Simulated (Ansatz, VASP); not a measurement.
## C: VASP beside Ansatz

```
C
1.0
     4.73848   -1.90442    0.00000
     4.73848    1.90442    0.00000
    -2.05490    0.00000    5.91166
C
12
Direct
  0.97818 0.30116 0.69518
  0.94318 0.30565 0.18726
  0.69884 0.02182 0.30482
  0.69435 0.05682 0.81274
  0.28650 0.24460 0.26029
  0.39255 0.04377 0.73195
  0.70024 0.29976 0.50000
  0.67860 0.32140 0.00000
  0.68903 0.30666 0.73538
  0.69334 0.31097 0.26462
  0.95623 0.60745 0.26805
  0.75540 0.71350 0.73971
```

Change from the starting cell: the structure that the rattled cell fell into.

Alike in both runs: task single point; functional PBE; k mesh 6 × 6 × 4; occupations gaussian, width 0.1 eV; no spin polarisation.

|  | VASP | Ansatz |
| --- | --- | --- |
| version | VASP 6.6.1 | Ansatz 0.2.0 |
| potentials or method | VASP PAW PBE potentials, release 64 (C), cutoff 520 eV | scalar-relativistic, plane waves, PAW |
| valence electrons in the cell | 48 | 48 |

VASP gave:

* gap on the k mesh at the Fermi level (eV): 0.73
* least direct gap on the mesh (eV): 1.92
* pressure (GPa): 0.3
* traceless stress, the component that is largest in VASP (GPa): -0.29
* rms of the force components (eV/Å): 0.047

Task: What did Ansatz give for the same quantities?

Result: gap on the k mesh at the Fermi level (eV): 0.73; least direct gap on the mesh (eV): 1.92; pressure (GPa): -0.1; traceless stress, the component that is largest in VASP (GPa): -0.18; rms of the force components (eV/Å): 0.046.

Atom by atom the forces differ by 0.030 eV/Å (rms over components).
